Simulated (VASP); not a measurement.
# CaF2 in VASP: settings compared, part 2 of 2

VASP 6.6.1. Earlier steps stand in the parts before.

### Step 3. Single point, PBEsol

Input file INCAR:

```
SYSTEM = CaF2
PREC     = Accurate       ! precision mode
ENCUT    = 600            ! plane-wave cutoff, eV
EDIFF    = 1E-6           ! SCF threshold, eV
ISMEAR   = -5             ! smearing method
SIGMA    = 0.02           ! smearing width, eV
LREAL    = .FALSE.        ! projectors in reciprocal space
LASPH    = .TRUE.         ! aspherical terms in the spheres
NELM     = 120            ! most SCF steps
ALGO     = Normal         ! electronic algorithm
ISIF     = 2              ! what is computed and relaxed
LWAVE    = .FALSE.        ! write WAVECAR
LCHARG   = .FALSE.        ! write CHGCAR
GGA      = PS             ! functional
NBANDS   = 19             ! bands
GGA_COMPAT= .FALSE.
```

Input file KPOINTS:

```
regular mesh
0
G
  8 8 8
  0 0 0
```

Input file POSCAR:

```
CaF2
1.0
    0.0000000000      2.8094204328      2.8094204328
    2.8094204328      0.0000000000      2.8094204328
    2.8094204328      2.8094204328      0.0000000000
Ca F
1 2
Direct
    0.0000000000      0.0000000000      0.0000000000
    0.7500000000      0.7500000000      0.7500000000
    0.2500000000      0.2500000000      0.2500000000
```

Potentials or basis: VASP PAW PBE potentials, release 64 (Ca_sv, F).

Started as:

```
$ cat potpaw_PBE.64/Ca_sv/POTCAR potpaw_PBE.64/F/POTCAR > POTCAR
$ mpirun -np 1 vasp_std > vasp.out
```

Wall time 10 s (1 thread of Intel Xeon 6975P-C (Granite Rapids), shared host); peak memory 0.18 GiB.

Results (log left out):

| Item | Value |
| --- | --- |
| Free energy | -17.8054 eV |
| Pressure | -7.2 GPa |
| Band gap on the k mesh | 6.63 eV (least direct gap 6.87 eV) |

Levels at points of the mesh, in eV from the valence-band top:
| k point | band 9 | band 10 | band 11 | band 12 | band 13 | band 14 | band 15 | band 16 |
| --- | --- | --- | --- | --- | --- | --- | --- | --- |
| (0.00, 0.00, 0.00) | -1.89 | -0.24 | -0.24 | -0.24 | 6.63 | 8.79 | 8.79 | 10.57 |
| (0.50, 0.00, 0.00) | -1.21 | -1.15 | -0.79 | -0.79 | 8.97 | 8.97 | 9.16 | 10.13 |
| (0.50, 0.50, 0.00) | -1.54 | -0.32 | -0.32 | 0.00 | 7.79 | 8.99 | 9.62 | 10.30 |

Caveat: the cell stands under tension; the PAW data sets were made with another functional, which shifts forces and pressure a little. A k mesh can miss the band edges.

### Step 4. Single point, PBE

This run uses another cell than the first one, of 13.94 Å³/atom.

Input file INCAR:

```
  PREC = Accurate
  ENCUT = 600
  EDIFF = 1E-6
  ISMEAR = 0
  SIGMA = 0.1
  LREAL = F
  LASPH = T
  NELM = 120
  ALGO = Normal
  ISIF = 2
  LWAVE = F
  LCHARG = T
  GGA = PE
  LELF = T
  LVHAR = T
  NBANDS = 19
  GGA_COMPAT = F
```

Input file KPOINTS:

```
regular mesh
0
Gamma
  6 6 6
```

Input file POSCAR:

```
CaF2
1.0
    1.9524374312      1.1272402747      3.1662206215
   -1.9524374312      1.1272402747      3.1662206215
    0.0000000000     -2.2544805547      3.1662206196
Ca F
1 2
Direct
    0.0000000000      0.0000000000      0.0000000000
    0.2502667266      0.2502667266      0.2502667266
    0.7497332734      0.7497332734      0.7497332734
```

Started as:

```
$ cat potpaw_PBE.64/Ca_sv/POTCAR potpaw_PBE.64/F/POTCAR > POTCAR
$ mpirun -np 1 vasp_std > vasp.out
```

It took 12 s on 1 thread of Intel Xeon 6975P-C (Granite Rapids), shared host; peak memory 0.18 GiB.

The run converged. Its results:

- Free energy: -17.3444 eV
- Pressure: 0.2 GPa
- Band gap on the k mesh: 7.13 eV (least direct gap 7.38 eV)

Stress tensor (GPa, compression positive):
```
0.11 0.00 0.00
0.00 0.11 0.00
0.00 0.00 0.53
```

Levels at points of the mesh, in eV from the valence-band top:
```tsv
k point	band 9	band 10	band 11	band 12	band 13	band 14	band 15	band 16
(0.00, 0.00, 0.00)	-2.02	-0.26	-0.25	-0.25	7.13	9.07	9.07	11.01
(0.50, 0.00, 0.00)	-1.26	-1.21	-0.83	-0.81	9.25	9.28	9.57	10.60
(0.50, 0.50, 0.00)	-1.60	-0.36	-0.34	0.00	8.04	9.37	9.94	10.68
(0.50, 0.50, 0.50)	-1.26	-1.20	-0.82	-0.82	9.27	9.27	9.59	10.62
```

### Step 5. Single point, PBE (15.34 Å³/atom)

This run uses another cell than the first one, of 15.34 Å³/atom.

Input file INCAR:

```
SYSTEM = CaF2
PREC = Accurate ; ENCUT = 600
EDIFF = 1E-6 ; ISMEAR = 0
SIGMA = 0.02 ; LREAL = .False.
LASPH = .True. ; NELM = 120
ALGO = Normal ; ISIF = 2
LWAVE = .False. ; LCHARG = .True.
GGA = PE ; LELF = .True.
LVHAR = .True. ; NBANDS = 19
GGA_COMPAT = .False.
```

Input file KPOINTS:

```
Automatic mesh
0
Gamma
  8 8 8
  0 0 0
```

Input file POSCAR:

```
CaF2
1.0
    0.0000000000      2.8443236343      2.8443236343
    2.8443236343      0.0000000000      2.8443236343
    2.8443236343      2.8443236343      0.0000000000
Ca F
1 2
Direct
    0.0000000000      0.0000000000      0.0000000000
    0.7500000000      0.7500000000      0.7500000000
    0.2500000000      0.2500000000      0.2500000000
```

Potentials or basis: VASP PAW PBE potentials, release 64 (Ca_sv, F).

Started as:

```
$ cat potpaw_PBE.64/Ca_sv/POTCAR potpaw_PBE.64/F/POTCAR > POTCAR
$ mpirun -np 1 vasp_std > vasp.out
```

OUTCAR:

```text
SYSTEM = CaF2
   PREC = Accurate
   ENCUT = 600
   EDIFF = 1E-6
   ISMEAR = 0
   LREAL = .False.
   LASPH = .True.
   NELM = 120
   ISIF = 2
   GGA = PE

 ion  position               nearest neighbor table
   1  0.000  0.000  0.000-   2 2.46   2 2.46   2 2.46   3 2.46   3 2.46   3 2.46   3 2.46   2 2.46

   2  0.750  0.750  0.750-   1 2.46   1 2.46   1 2.46   1 2.46
   3  0.250  0.250  0.250-   1 2.46   1 2.46   1 2.46   1 2.46

  LATTYP: Found a face centered cubic cell.
 ALAT       =     5.6886472686

  Lattice vectors:

 A1 = (   0.0000000000,   2.8443236343,   2.8443236343)
 A2 = (   2.8443236343,   0.0000000000,   2.8443236343)
 A3 = (   2.8443236343,   2.8443236343,   0.0000000000)

Analysis of symmetry for initial positions (statically):
=====================================================================
 Subroutine PRICEL returns:
 Original cell was already a primitive cell.

 Routine SETGRP: Setting up the symmetry group for a
 face centered cubic supercell.

 Subroutine GETGRP returns: Found 48 space group operations
 (whereof 48 operations were pure point group operations)
 out of a pool of 48 trial point group operations.

The static configuration has the point symmetry O_h .

[... 161 lines left out ...]

 E-fermi :  -1.4594     XC(G=0):  -9.0421

 val. band max:       -1.5732533825   @ k =   0.5000   0.5000   0.0000
 cond. band min:       5.0172899555   @ k =   0.0000   0.0000   0.0000
 fundamental gap:      6.5905433380
 Fermi energy:        -1.4593851564

 k-point     1 :       0.0000    0.0000    0.0000
  band No.  band energies     occupation
      1     -38.2074      2.00000
      2     -21.2252      2.00000
      3     -20.6283      2.00000
      4     -19.1410      2.00000
      5     -19.1410      2.00000
      6     -19.1410      2.00000
[... 505 lines left out ...]
      6     -18.7996      2.00000
[... 11 lines left out ...]
     18      10.0911      0.00000
     19      11.2127      0.00000

 [... further k-points ...]

------------------------ aborting loop because EDIFF is reached ----------------------------------------

  FORCE on cell =-STRESS in cart. coord.  units (eV):
  Direction    XX          YY          ZZ          XY          YZ          ZX
  --------------------------------------------------------------------------------------
  -------------------------------------------------------------------------------------
  Total       -1.7078433     -1.7078433     -1.7078433      0.0000000      0.0000000     -0.0000000
  in kB      -59.4554356    -59.4554356    -59.4554356      0.0000000      0.0000000     -0.0000000
  external PRESSURE =     -59.4554356 kB  Pullay stress =       0.0000000 kB

 VOLUME and BASIS-vectors are now :
 -----------------------------------------------------------------------------
  energy-cutoff  :      600.00
  volume of cell :       46.02
      direct lattice vectors                 reciprocal lattice vectors
     0.000000000  2.844323634  2.844323634    -0.175788716  0.175788716  0.175788716
     2.844323634  0.000000000  2.844323634     0.175788716 -0.175788716  0.175788716
     2.844323634  2.844323634  0.000000000     0.175788716  0.175788716 -0.175788716

 POSITION                                       TOTAL-FORCE (eV/Angst)
 -----------------------------------------------------------------------------------
      0.00000      0.00000      0.00000        -0.000000      0.000000      0.000000
      4.26649      4.26649      4.26649        -0.000000     -0.000000     -0.000000
      1.42216      1.42216      1.42216         0.000000      0.000000      0.000000
 -----------------------------------------------------------------------------------
    total drift:                                0.000000     -0.000000      0.000000

  FREE ENERGIE OF THE ION-ELECTRON SYSTEM (eV)
  ---------------------------------------------------
  free  energy   TOTEN  =       -17.2709768505 eV

  energy  without entropy=      -17.2709768505  energy(sigma->0) =      -17.27097685
```

Run time: 11 s. Hardware: 1 thread of Intel Xeon 6975P-C (Granite Rapids), shared host; peak memory 0.19 GiB.

What came out:

```
Free energy            : -17.2710 eV
Pressure               : -5.9 GPa
Band gap on the k mesh : 6.59 eV (least direct gap 6.82 eV)
```

Caveat: the cell stands under tension. A k mesh can miss the band edges.

### Step 6. The runs side by side

| level | cell | k mesh | smearing | gap on the mesh (eV) | pressure (GPa) |
| --- | --- | --- | --- | --- | --- |
| PBE | a = 3.973 Å, angles 60.0°, 3 atoms | 8 × 8 × 8 | gaussian 0.02 eV | 6.79 | -3.9 |
| PBEsol | a = 3.973 Å, angles 60.0°, 3 atoms | 8 × 8 × 8 | tetrahedron | 6.63 | -7.2 |
| PBE | a = 3.887 Å, angles 60.3°, 3 atoms | 6 × 6 × 6 | gaussian 0.1 eV | 7.13 | 0.2 |
| PBE | a = 4.022 Å, angles 60.0°, 3 atoms | 8 × 8 × 8 | gaussian 0.02 eV | 6.59 | -5.9 |

Alike in all rows: task single point; potentials or basis VASP PAW PBE potentials, release 64 (Ca_sv, F); no spin polarisation; cutoff (eV) 600.

Caveats: the cell stands under tension (at least some runs); the PAW data sets were made with another functional, which shifts forces and pressure a little (at least some runs).

Absolute energies hang on the potentials; compare differences alone.
